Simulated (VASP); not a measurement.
# Si (Fd-3m) in VASP: a series of runs

Aim: see how the results for Si move with the level of theory and the settings. Levels: revPBE+D3(BJ), revPBE+D4, PBEsol, PBE exchange alone. Tasks: relaxation of cell and atoms, single point.

Everything below comes from runs of VASP 6.6.1. Logs are shortened: lines on timing, memory, paths and dates and some standing lists are left out, and cuts for length are marked.

### 1 The cell of the first run

It takes space group Fd-3m (No. 227, cubic). The conventional cell has a = 5.444 Å, b = 5.444 Å, c = 5.444 Å, α = 90.00°, β = 90.00°, γ = 90.00°. Si (site symmetry -43m) has 4 Si at 2.36 Å within 3.1 Å.

### 2 Relaxation of cell and atoms, revPBE+D3(BJ)

INCAR reads:

```
SYSTEM = Si
ALGO = Normal
EDIFF = 1E-7
EDIFFG = -0.005
ENCUT = 600
GGA = RE
IBRION = 2
ISIF = 3
ISMEAR = -1
IVDW = 12
LASPH = .True.
LCHARG = .False.
LREAL = .False.
LWAVE = .False.
NELM = 100
NSW = 80
PREC = Accurate
SIGMA = 0.05
```

KPOINTS reads:

```
k-points
0
Gamma
  8 8 8
  0 0 0
```

POSCAR reads:

```
Si
1.0
    0.0000000000      2.7218511865      2.7218511865
    2.7218511865      0.0000000000      2.7218511865
    2.7218511865      2.7218511865      0.0000000000
Si
2
Direct
    0.5000000000      0.5000000000      0.5000000000
    0.7500000000      0.7500000000      0.7500000000
```

Potentials or basis: VASP PAW PBE potentials, release 64 (Si).

Run with:

```console
> cat potpaw_PBE.64/Si/POTCAR > POTCAR
> mpirun -np 1 vasp_std > vasp.out
```

OUTCAR:

```text
SYSTEM = Si
   EDIFF = 1E-7
   EDIFFG = -0.005
   ENCUT = 600
   GGA = RE
   IBRION = 2
   ISIF = 3
   ISMEAR = -1
   IVDW = 12
   LASPH = .True.
   LREAL = .False.
   NELM = 100
   NSW = 80
   PREC = Accurate
 IVDW          = 12

 ion  position               nearest neighbor table
   1  0.500  0.500  0.500-   2 2.36   2 2.36   2 2.36   2 2.36
   2  0.750  0.750  0.750-   1 2.36   1 2.36   1 2.36   1 2.36

  LATTYP: Found a face centered cubic cell.
 ALAT       =     5.4437023730

  Lattice vectors:

 A1 = (   0.0000000000,   2.7218511865,   2.7218511865)
 A2 = (   2.7218511865,   0.0000000000,   2.7218511865)
 A3 = (   2.7218511865,   2.7218511865,   0.0000000000)

Analysis of symmetry for initial positions (statically):
=====================================================================
 Subroutine PRICEL returns:
 Original cell was already a primitive cell.

 Routine SETGRP: Setting up the symmetry group for a
 face centered cubic supercell.

 Subroutine GETGRP returns: Found 48 space group operations
 (whereof 24 operations were pure point group operations)
 out of a pool of 48 trial point group operations.

The static configuration has the point symmetry T_d .
 The point group associated with its full space group is O_h .

Analysis of symmetry for dynamics (positions and initial velocities):
=====================================================================
 Subroutine PRICEL returns:
 Original cell was already a primitive cell.

 Routine SETGRP: Setting up the symmetry group for a
 face centered cubic supercell.

 Subroutine GETGRP returns: Found 48 space group operations
 (whereof 24 operations were pure point group operations)
 out of a pool of 48 trial point group operations.

The dynamic configuration has the point symmetry T_d .
 The point group associated with its full space group is O_h .

 Subroutine INISYM returns: Found 48 space group operations
 (whereof 24 operations are pure point group operations),
 and found     1 'primitive' translations

----------------------------------------------------------------------------------------

                                     Primitive cell

  volume of cell :      40.3295

  direct lattice vectors                    reciprocal lattice vectors
     0.000000000  2.721851186  2.721851186    -0.183698507  0.183698507  0.183698507
     2.721851186  0.000000000  2.721851186     0.183698507 -0.183698507  0.183698507
     2.721851186  2.721851186  0.000000000     0.183698507  0.183698507 -0.183698507

  length of vectors
     3.849278863  3.849278863  3.849278863     0.318175148  0.318175148  0.318175148

[... 69 lines left out ...]
   NGXF,Y,Z  is equivalent  to a cutoff of  27.64, 27.64, 27.64 a.u.
 SYSTEM =  Si
   PREC   = accura    normal or accurate (medium, high low for compatibility)
   ISTART =      0    job   : 0-new  1-cont  2-samecut
   ICHARG =      2    charge: 1-file 2-atom 10-const
   ISPIN  =      1    spin polarized calculation?
   LNONCOLLINEAR =      F non collinear calculations
   LSORBIT =      F    spin-orbit coupling
   LASPH  =      T    aspherical Exc in radial PAW
   ENCUT  =  600.0 eV  44.10 Ry    6.64 a.u.   7.69  7.69  7.69*2*pi/ulx,y,z
   NELM   =    100;   NELMIN=  2; NELMDL= -5     # of ELM steps
   EDIFF  = 0.1E-06   stopping-criterion for ELM
   LREAL  =      F    real-space projection
   EDIFFG = -.5E-02   stopping-criterion for IOM
   NSW    =     80    number of steps for IOM
   IBRION =      2    ionic relax: 0-MD 1-quasi-New 2-CG
   NFREE  =      1    steps in history (QN), initial steepest desc. (CG)
   ISIF   =      3    stress and relaxation
   ISYM   =      2    0-nonsym 1-usesym 2-fastsym
   POTIM  = 0.5000    time-step for ionic-motion
   TEBEG  =    0.0;   TEEND  =   0.0 temperature during run
   PSTRESS=    0.0 pullay stress
   NELECT =       8.0000    total number of electrons
   NUPDOWN=      -1.0000    fix difference up-down
   EMIN   =  10.00;   EMAX   =-10.00  energy-range for DOS
   EFERMI =   0.00;   METHOD = LEGACY
   ISMEAR =    -1;   SIGMA  =   0.05  broadening in eV -4-tet -1-fermi 0-gaus
   EFERMI_NEDOS =   21; number of points for ismear=-14 and -15
   IALGO  =     38    algorithm
   IMIX   =      4    mixing-type and parameters
     AMIX     =   0.40;   BMIX     =  1.00
     AMIX_MAG =   1.60;   BMIX_MAG =  1.00
  volume/ion in A,a.u.               =      20.16       136.08
  Fermi-wavevector in a.u.,A,eV,Ry     =   0.954766  1.804247 12.402783  0.911579
  Thomas-Fermi vector in A             =   2.083543
   LORBIT       =      0    0 simple, 1 ext, 2 COOP (PROOUT), +10 PAW based schemes
   GGA     = RE    functional components
   LHFCALC =     F    Hartree Fock is set to
   AEXX    =    0.0000 exact exchange contribution
   IVDW    =    12    specifies the selected vdW correction
   LEPSILON=     F    determine dielectric tensor
   LRPA    =     F    only Hartree local field effects (RPA)
 conjugate gradient relaxation of ions
 non-spin polarized calculation
  energy-cutoff  :      600.00
  volume of cell :       40.33
 maximum number of plane-waves:      1365
   NGX = 15   NGY = 15   NGZ = 15

--------------------------------------- Ionic step        1  -------------------------------------------

 number of electron       8.0000000 magnetization

 Free energy of the ion-electron system (eV)
  ---------------------------------------------------
  ext. energy  EPLUGINS =         0.00000000
  ---------------------------------------------------
  free energy    TOTEN  =       -10.42101691 eV

  energy without entropy =      -10.42099870  energy(sigma->0) =      -10.42100781

------------------------ aborting loop because EDIFF is reached ----------------------------------------

 Edisp (eV)   -1.22037

 E8    (eV) :    -0.8372
[... 71 lines left out ...]
--------------------------------------- Ionic step        3  -------------------------------------------

 number of electron       8.0000000 magnetization

 Free energy of the ion-electron system (eV)
  ---------------------------------------------------
  ext. energy  EPLUGINS =         0.00000000
  ---------------------------------------------------
  free energy    TOTEN  =       -10.39332141 eV

  energy without entropy =      -10.39329243  energy(sigma->0) =      -10.39330692

 E-fermi :   6.3945     XC(G=0):  -9.4345

 val. band max:        6.1084677866   @ k =   0.0000   0.0000   0.0000
 cond. band min:       6.7227084286   @ k =   0.3750   0.3750   0.0000
 fundamental gap:      0.6142406420
 Fermi energy:         6.3945176563

 k-point     1 :       0.0000    0.0000    0.0000
  band No.  band energies     occupation
      1      -5.9876      2.00000
      2       6.1085      1.99347
      3       6.1085      1.99347
      4       6.1085      1.99347
      5       8.6847      0.00000
      6       8.6847      0.00000
      7       8.6847      0.00000
      8       9.8361      0.00000
[... 243 lines left out ...]
 k-point    24 :      -0.3750    0.2500    0.1250
  band No.  band energies     occupation
      1      -3.0527      2.00000
      2      -0.7404      2.00000
      3       2.6115      2.00000
      4       3.9068      2.00000
      5       9.2443      0.00000
      6       9.2504      0.00000
      7      12.0969      0.00000
      8      13.3007      0.00000

 [... further k-points ...]

------------------------ aborting loop because EDIFF is reached ----------------------------------------

 Edisp (eV)   -1.25779

 E8    (eV) :    -0.8633
[... 25 lines left out ...]
  FREE ENERGIE OF THE ION-ELECTRON SYSTEM (eV)
  ---------------------------------------------------
  free  energy   TOTEN  =       -11.6511094693 eV

  energy  without entropy=      -11.6510804862  energy(sigma->0) =      -11.65109498

 reached required accuracy - stopping structural energy minimisation
```

OSZICAR:

```text
N       E                     dE             d eps       ncg     rms          rms(c)
DAV:   1     0.117937232626E+02    0.11794E+02   -0.37119E+03   464   0.911E+02
DAV:   2    -0.102888425680E+02   -0.22083E+02   -0.21461E+02   744   0.913E+01
DAV:   3    -0.105667334096E+02   -0.27789E+00   -0.27789E+00   584   0.132E+01
[... 27 lines left out ...]
DAV:   3    -0.103933240432E+02    0.58121E-03   -0.11432E-03   528   0.178E-01    0.599E-02
DAV:   4    -0.103933247839E+02   -0.74072E-06   -0.12573E-05   632   0.325E-02    0.533E-02
DAV:   5    -0.103933212051E+02    0.35788E-05   -0.64437E-06   488   0.189E-02    0.143E-02
DAV:   6    -0.103933213959E+02   -0.19085E-06   -0.58634E-08   608   0.239E-03    0.676E-03
DAV:   7    -0.103933214101E+02   -0.14162E-07   -0.10305E-07   464   0.273E-03
   3 F= -.11651109E+02 E0= -.11651095E+02  d E =-.972014E-02
```

CONTCAR:

```text
Si
   1.00000000000000
    -0.0000000000000000    2.6952498800834990    2.6952498800834990
     2.6952498800834990    0.0000000000000000    2.6952498800834990
     2.6952498800834990    2.6952498800834990    0.0000000000000000
  Si
     2
Direct
     0.5000000000000000    0.5000000000000000    0.5000000000000000
     0.7500000000000000    0.7500000000000000    0.7500000000000000

  0.00000000E+00  0.00000000E+00  0.00000000E+00
  0.00000000E+00  0.00000000E+00  0.00000000E+00
```

It took 35 s on 1 thread of AMD EPYC 7R43 (Zen 3), shared host; peak memory 0.14 GiB.

What came out:

```
Free energy                            : -11.6511 eV
Relaxed volume                         : 19.58 Å³/atom
Relaxed cell                           : a = 3.812 Å, b = 3.812 Å, c = 3.812 Å, α = 60.00°, β = 60.00°, γ = 60.00°
Space group after relaxing (to 0.05 Å) : Fd-3m (No. 227)
Energy gained by relaxing              : 4.9 meV/atom
Ionic steps                            : 3
Pressure after relaxing                : 0.0 GPa
Band gap on the k mesh                 : 0.61 eV, indirect (least direct gap 2.58 eV)
Dispersion energy per atom             : -0.629 eV
```

The path:
| step | energy change (eV) | largest force (eV/Å) | pressure (GPa) | volume (Å³) |
| --- | --- | --- | --- | --- |
| 1 | 0.0000 | 0.0000 | -2.57 | 40.33 |
| 2 | -0.0060 | 0.0000 | 1.76 | 38.47 |
| 3 | -0.0097 | 0.0000 | 0.01 | 39.16 |

Final structure:
```xyz
2
Lattice="0.0000 2.6952 2.6952 2.6952 0.0000 2.6952 2.6952 2.6952 0.0000" Properties=species:S:1:pos:R:3 pbc="T T T"
Si    2.6952    2.6952    2.6952
Si    4.0429    4.0429    4.0429
```

Caveat: the PAW data sets were made with another functional, which shifts forces and pressure a little. A hybrid or GW would open this gap; revPBE tends to underestimate it.

### 3 Relaxation of cell and atoms, revPBE+D4

INCAR reads:

```
PREC     = Accurate       # precision mode
ENCUT    = 600            # plane-wave cutoff, eV
EDIFF    = 1E-6           # SCF threshold, eV
ISMEAR   = -1             # smearing method
SIGMA    = 0.05           # smearing width, eV
LREAL    = F              # projectors in reciprocal space
LASPH    = T              # aspherical terms in the spheres
NELM     = 60             # most SCF steps
ALGO     = Normal         # electronic algorithm
ISIF     = 3              # what is computed and relaxed
LWAVE    = F              # write WAVECAR
LCHARG   = F              # write CHGCAR
GGA      = RE             # functional
IVDW     = 13             # dispersion correction
IBRION   = 2              # ionic algorithm
NSW      = 80             # ionic steps
EDIFFG   = -0.005         # ionic threshold
```

KPOINTS reads:

```
Automatic mesh
0
Gamma
  8 8 8
```

POSCAR is that of step 2.

Potentials or basis: VASP PAW PBE potentials, release 64 (Si).

Run with:

```console
> cat potpaw_PBE.64/Si/POTCAR > POTCAR
> mpirun -np 1 vasp_std > vasp.out
```

Wall time 34 s (1 thread of AMD EPYC 7R43 (Zen 3), shared host); peak memory 0.14 GiB.

It converged, with:

| Property | Result |
| --- | --- |
| Free energy | -11.5974 eV |
| Relaxed volume | 19.58 Å³/atom |
| Relaxed cell | a = 3.812 Å, b = 3.812 Å, c = 3.812 Å, α = 60.00°, β = 60.00°, γ = 60.00° |
| Space group after relaxing (to 0.05 Å) | Fd-3m (No. 227) |
| Energy gained by relaxing | 5.0 meV/atom |
| Ionic steps | 3 |
| Pressure after relaxing | 0.0 GPa |
| Band gap on the k mesh | 0.61 eV, indirect (least direct gap 2.58 eV) |
| Dispersion energy per atom | -0.602 eV |

Step by step:
```csv
step,energy change (eV),largest force (eV/Å),pressure (GPa),volume (Å³)
1,0.0000,0.0000,-2.65,40.33
2,-0.0053,0.0000,1.99,38.41
3,-0.0099,0.0000,0.01,39.17
```

Final structure:
```
Si
1.0
     0.00000    2.69546    2.69546
     2.69546    0.00000    2.69546
     2.69546    2.69546    0.00000
Si
2
Direct
  0.50000 0.50000 0.50000
  0.75000 0.75000 0.75000
```

Levels at points of the mesh, in eV from the valence-band top:
| k point | band 1 | band 2 | band 3 | band 4 | band 5 | band 6 | band 7 | band 8 |
| --- | --- | --- | --- | --- | --- | --- | --- | --- |
| (0.00, 0.00, 0.00) | -12.09 | 0.00 | 0.00 | 0.00 | 2.58 | 2.58 | 2.58 | 3.72 |
| (0.50, 0.00, 0.00) | -9.71 | -7.05 | -1.22 | -1.22 | 1.67 | 3.33 | 3.33 | 7.85 |
| (0.50, 0.50, 0.00) | -7.87 | -7.87 | -2.90 | -2.90 | 0.70 | 0.70 | 10.34 | 10.34 |

Caveat: the PAW data sets were made with another functional, which shifts forces and pressure a little. A k mesh can miss the band edges.

### 4 Single point, PBEsol

INCAR reads:

```
  PREC = Accurate
  ENCUT = 520
  EDIFF = 1E-6
  ISMEAR = -1
  SIGMA = 0.05
  LREAL = False
  LASPH = True
  NELM = 60
  ALGO = Normal
  ISIF = 2
  LWAVE = False
  LCHARG = False
  GGA = PS
  NBANDS = 11
```

KPOINTS reads:

```
Automatic mesh
0
Gamma
  6 6 6
```

POSCAR is that of step 3.

Run with:

```console
> cat potpaw_PBE.64/Si/POTCAR > POTCAR
> mpirun -np 1 vasp_std > vasp.out
```

Wall time 8.3 s (1 thread of Intel Xeon Platinum 8488C (Sapphire Rapids), shared host); peak memory 0.15 GiB.

It converged, with:

- Free energy: -11.4675 eV
- Pressure: -0.3 GPa
- Band gap on the k mesh: 0.60 eV, indirect (least direct gap 2.51 eV)

Levels at points of the mesh, in eV from the valence-band top:
| k point | band 2 | band 3 | band 4 | band 5 | band 6 | band 7 |
| --- | --- | --- | --- | --- | --- | --- |
| (0.00, 0.00, 0.00) | 0.00 | 0.00 | 0.00 | 2.51 | 2.51 | 2.51 |
| (0.50, 0.00, 0.00) | -6.98 | -1.20 | -1.20 | 1.44 | 3.27 | 3.27 |
| (0.50, 0.50, 0.00) | -7.81 | -2.86 | -2.86 | 0.60 | 0.60 | 10.00 |

Caveat: the PAW data sets were made with another functional, which shifts forces and pressure a little. A k mesh can miss the band edges.

### 5 Single point, PBE exchange alone, non-collinear spin, zero start, spin-orbit coupling (volume scaled by 0.94)

INCAR reads:

```
  AGGAC = 0.0
  ALDAC = 0.0
  ALGO = Normal
  EDIFF = 1E-7
  ENCUT = 520
  GGA = PE
  GGA_COMPAT = False
  ISIF = 2
  ISMEAR = -1
  LASPH = True
  LCHARG = False
  LNONCOLLINEAR = True
  LORBIT = 11
  LORBMOM = True
  LREAL = False
  LSORBIT = True
  LWAVE = False
  MAGMOM = 0 0 0 0 0 0
  NBANDS = 20
  NELM = 150
  PREC = Accurate
  SIGMA = 0.1
```

KPOINTS reads:

```
k-points
0
Gamma
  6 6 6
```

POSCAR reads:

```
Si
1.0
    0.0000000000      2.6662876123      2.6662876123
    2.6662876123      0.0000000000      2.6662876123
    2.6662876123      2.6662876123      0.0000000000
Si
2
Direct
    0.5000000000      0.5000000000      0.5000000000
    0.7500000000      0.7500000000      0.7500000000
```

Run with:

```console
> cat potpaw_PBE.64/Si/POTCAR > POTCAR
> mpirun -np 1 vasp_ncl > vasp.out
```

Run time: 30 s. Hardware: 1 thread of Intel Xeon Platinum 8488C (Sapphire Rapids), shared host; peak memory 0.23 GiB.

It converged, with:

```
Free energy                                           : -7.6069 eV
Pressure                                              : 17.7 GPa
Net moment                                            : 0.00 μB per cell
Valence electrons inside the program's atomic spheres : Si 1.74
```

Moments on the atoms (μB; x, y, z):
```
Si  0.00 0.00 0.00
Si  0.00 0.00 0.00
```

Caveat: the cell differs from its parent crystal (volume scaled by 0.94).

### 6 Overview

```tsv
task	level	spin	cell	k mesh	cutoff (eV)	smearing	gap on the mesh (eV)	pressure (GPa)	relaxed volume (Å³/atom)
relaxation of cell and atoms	revPBE+D3(BJ)	off	relaxed from a = 3.849 Å, angles 60.0°, 2 atoms	8 × 8 × 8	600	fermi-dirac 0.05 eV	0.61	0.0	19.58
relaxation of cell and atoms	revPBE+D4	off	relaxed from a = 3.849 Å, angles 60.0°, 2 atoms	8 × 8 × 8	600	fermi-dirac 0.05 eV	0.61	0.0	19.58
single point	PBEsol	off	a = 3.849 Å, angles 60.0°, 2 atoms	6 × 6 × 6	520	fermi-dirac 0.05 eV	0.60	-0.3	-
single point	PBE exchange alone	non-collinear, zero start, SOC	a = 3.771 Å, angles 60.0°, 2 atoms	6 × 6 × 6	520	fermi-dirac 0.1 eV	-	17.7	-
```

Alike in all rows: potentials or basis VASP PAW PBE potentials, release 64 (Si).

Caveats: the PAW data sets were made with another functional, which shifts forces and pressure a little (some runs).

Absolute energies hang on the potentials; compare differences alone.
